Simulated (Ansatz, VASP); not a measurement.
**Cu: VASP beside Ansatz**

```
Cu
1.0
     2.46100    0.00000    0.00000
     1.23050    2.13129    0.00000
     0.00000    0.00000   26.05639
Cu
7
Direct
  0.00000 0.00000 0.25842
  0.33333 0.33333 0.33951
  0.66667 0.66667 0.41977
  0.00000 0.00000 0.50000
  0.33333 0.33333 0.58023
  0.66667 0.66667 0.66049
  0.00000 0.00000 0.74158
```

Alike in both runs: functional PBE; dispersion D3(BJ); k mesh 24 × 24 × 1; occupations gaussian, width 0.1 eV; no spin polarisation.

Ansatz relaxed the structure, and its values are those at the end. VASP's run is a single point on that final structure, the one shown.

|  | VASP | Ansatz |
| --- | --- | --- |
| version | VASP 6.6.1 | Ansatz 0.2.0 |
| potentials or method | VASP PAW PBE potentials, release 64 (Cu) | scalar-relativistic, plane waves, PAW |
| plane-wave cutoff (eV) | 520 | 420 |
| valence electrons in the cell | 77 | 133 |

```tsv
	VASP	Ansatz	Ansatz less VASP
gap on the k mesh at the Fermi level (eV)	none	none	-
rms of the force components (eV/Å)	0.005	0.001	-0.0038
```

A gap of «none» marks a metal or a gap that the smearing closes. VASP's potentials hold 77 valence electrons a cell and Ansatz's 133, so a difference there can come from the potentials and not from the codes. Ansatz's warnings: vacuum density over bound, xc potential rough in thin density.
